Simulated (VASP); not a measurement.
# Te (P3_121) in VASP: further runs, part 2 of 2

VASP 6.6.1. The steps go on from the part before.

## (3) Single point, BLYP (46.17 Å³/atom)

This run uses another cell than the first one, of 46.17 Å³/atom.

Contents of INCAR:

```
  AGGAC = 1.0
  AGGAX = 1.0
  ALDAC = 0.0
  ALDAX = 1.0
  ALGO = Normal
  EDIFF = 1E-6
  ENCUT = 520
  GGA = B5
  ISIF = 2
  ISMEAR = -1
  LASPH = T
  LCHARG = F
  LREAL = F
  LWAVE = F
  NBANDS = 16
  NELM = 80
  PREC = Accurate
  SIGMA = 0.05
```

Contents of KPOINTS:

```
k-points
0
Gamma
  7 7 5
```

Contents of POSCAR:

```
Te
1.0
    5.2404120074      0.0000000000      0.0000000000
   -2.6202060037      4.5383299247      0.0000000000
    0.0000000000      0.0000000000      5.8240476372
Te
3
Direct
    0.2204697237      0.0000000000      0.3333333333
    1.0000000000      0.2204697237      0.6666666667
    0.7795302763      0.7795302763      0.0000000000
```

Potentials or basis: VASP PAW PBE potentials, release 64 (Te).

Command:

```
cat potpaw_PBE.64/Te/POTCAR > POTCAR
mpirun -np 1 vasp_std > vasp.out
```

OUTCAR:

```text
EDIFF = 1E-6
   ENCUT = 520
   GGA = B5
   ISIF = 2
   ISMEAR = -1
   LASPH = T
   LREAL = F
   NELM = 80
   PREC = Accurate

 ion  position               nearest neighbor table
   1  0.220  0.000  0.333-   3 2.79   2 2.79
   2  0.000  0.220  0.667-   3 2.79   1 2.79
   3  0.780  0.780  0.000-   2 2.79   1 2.79

  LATTYP: Found a hexagonal cell.
 ALAT       =     5.2404120074
 C/A-ratio  =     1.1113720885

  Lattice vectors:
[... 197 lines left out ...]
      6       0.3113      2.00000
[... 433 lines left out ...]
      3      -5.6269      2.00000
      4      -0.9089      2.00000
      5      -0.1399      2.00000
      6       0.2144      2.00000
[... 8 lines left out ...]
     15       9.5874      0.00000
     16       9.8422      0.00000

 [... further k-points ...]
[... 5 lines left out ...]
  --------------------------------------------------------------------------------------
  -------------------------------------------------------------------------------------
  Total        0.9209331      0.9209331      1.6043901      0.0000000     -0.0000000      0.0000000
  in kB       10.6525174     10.6525174     18.5581269      0.0000000     -0.0000000      0.0000000
  external PRESSURE =      13.2877206 kB  Pullay stress =       0.0000000 kB

 VOLUME and BASIS-vectors are now :
 -----------------------------------------------------------------------------
  energy-cutoff  :      520.00
  volume of cell :      138.51
      direct lattice vectors                 reciprocal lattice vectors
     5.240412007  0.000000000  0.000000000     0.190824691  0.110172686  0.000000000
    -2.620206004  4.538329925  0.000000000     0.000000000  0.220345373  0.000000000
     0.000000000  0.000000000  5.824047637     0.000000000  0.000000000  0.171701892

 POSITION                                       TOTAL-FORCE (eV/Angst)
 -----------------------------------------------------------------------------------
      1.15535      0.00000      1.94135         0.421577     -0.000000      0.000000
     -0.57768      1.00056      3.88270        -0.210789      0.365097     -0.000000
      2.04253      3.53777      0.00000        -0.210789     -0.365097     -0.000000
 -----------------------------------------------------------------------------------
    total drift:                               -0.000000     -0.000000      0.000000

  FREE ENERGIE OF THE ION-ELECTRON SYSTEM (eV)
  ---------------------------------------------------
  free  energy   TOTEN  =        -7.7631211719 eV

  energy  without entropy=       -7.7631199469  energy(sigma->0) =       -7.76312056
```

stdout:

```text
POSCAR found type information on POSCAR Te
 POSCAR found :  1 types and       3 ions
 scaLAPACK will be used
 -----------------------------------------------------------------------------
|                                                                             |
|                                                                             |
|     You enforced a specific xc type in the INCAR file but a different       |
|     I HOPE YOU KNOW WHAT YOU ARE DOING!                                     |
|                                                                             |
 -----------------------------------------------------------------------------

 LDA part: xc-table for (Slater(with rela. corr.)+VWN5), standard interpolation
 POSCAR, INCAR and KPOINTS ok, starting setup
 FFT: planning ... GRIDC
 FFT: planning ... GRID_SOFT
 FFT: planning ... GRID
 WAVECAR not read
 entering main loop
```

Wall time 56 s (1 thread of Intel Xeon 6975P-C (Granite Rapids), shared host); peak memory 0.28 GiB.

Results:

- Free energy: -7.7631 eV
- Pressure: 1.3 GPa
- Largest force: 0.422 eV/Å
- Band gap on the k mesh: 1.19 eV (least direct gap 1.28 eV)

Forces on the atoms (eV/Å):
```
Te   0.422  0.000  0.000
Te  -0.211  0.365  0.000
Te  -0.211 -0.365  0.000
```

Stress tensor (GPa, compression positive):
```
1.07 0.00 0.00
0.00 1.07 0.00
0.00 0.00 1.86
```

Caveat: the PAW data sets were made with another functional, which shifts forces and pressure a little; spin-orbit coupling is left out, which moves the levels of the heavy elements.

## (4) Single point, BLYP

This run uses another cell than the first one, of 48.09 Å³/atom.

Contents of INCAR:

```
AGGAC = 1.0
AGGAX = 1.0
ALDAC = 0.0
ALDAX = 1.0
ALGO = Normal
EDIFF = 1E-6
ENCUT = 520
GGA = B5
ISIF = 2
ISMEAR = -1
LASPH = True
LCHARG = False
LREAL = False
LWAVE = False
NBANDS = 16
NELM = 80
PREC = Accurate
SIGMA = 0.05
```

KPOINTS is that of step 3.

Contents of POSCAR:

```
Te
1.0
    5.3122073948      0.0000000000      0.0000000000
   -2.6561036974      4.6005065541      0.0000000000
    0.0000000000      0.0000000000      5.9038390269
Te
3
Direct
    0.2204697237      0.0000000000      0.3333333333
    1.0000000000      0.2204697237      0.6666666667
    0.7795302763      0.7795302763      0.0000000000
```

Command:

```
cat potpaw_PBE.64/Te/POTCAR > POTCAR
mpirun -np 1 vasp_std > vasp.out
```

It took 50 s on 1 thread of Intel Xeon 6975P-C (Granite Rapids), shared host; peak memory 0.28 GiB.

Results (log left out):

```yaml
Free_energy: -7.7892 eV
Pressure: 0.2 GPa
Largest_force: 0.071 eV/Å
Band_gap_on_the_k_mesh: 1.14 eV (least direct gap 1.22 eV)
```

Forces on the atoms (eV/Å):
```
Te   0.071  0.000  0.000
Te  -0.036  0.062  0.000
Te  -0.036 -0.062  0.000
```

Stress tensor (GPa, compression positive):
```
0.12 0.00 0.00
0.00 0.12 0.00
0.00 0.00 0.22
```

Levels at points of the mesh, in eV from the valence-band top:
| k point | band 5 | band 6 | band 7 | band 8 | band 9 | band 10 | band 11 | band 12 | band 13 | band 14 |
| --- | --- | --- | --- | --- | --- | --- | --- | --- | --- | --- |
| (0.00, 0.00, 0.00) | -2.85 | -2.52 | -1.24 | -1.24 | -0.19 | 1.55 | 1.55 | 1.88 | 5.01 | 5.69 |

Caveat: the PAW data sets were made with another functional, which shifts forces and pressure a little; spin-orbit coupling is left out, which moves the levels of the heavy elements. A k mesh can miss the band edges.

## (5) Overview

| cell | gap on the mesh (eV) | pressure (GPa) | largest force (eV/Å) |
| --- | --- | --- | --- |
| a = 5.167, b = 5.167, c = 5.742 Å, angles 90.0, 90.0, 120.0°, 3 atoms | 1.22 | 2.8 | 0.83 |
| a = 5.240, b = 5.240, c = 5.824 Å, angles 90.0, 90.0, 120.0°, 3 atoms | 1.19 | 1.3 | 0.42 |
| a = 5.312, b = 5.312, c = 5.904 Å, angles 90.0, 90.0, 120.0°, 3 atoms | 1.14 | 0.2 | 0.07 |

Alike in all rows: task single point; level BLYP; potentials or basis VASP PAW PBE potentials, release 64 (Te); no spin polarisation; k mesh 7 × 7 × 5; cutoff (eV) 520; smearing fermi-dirac 0.05 eV.

Caveats: the PAW data sets were made with another functional, which shifts forces and pressure a little; spin-orbit coupling is left out, which moves the levels of the heavy elements.

Absolute energies hang on the potentials; compare differences alone.
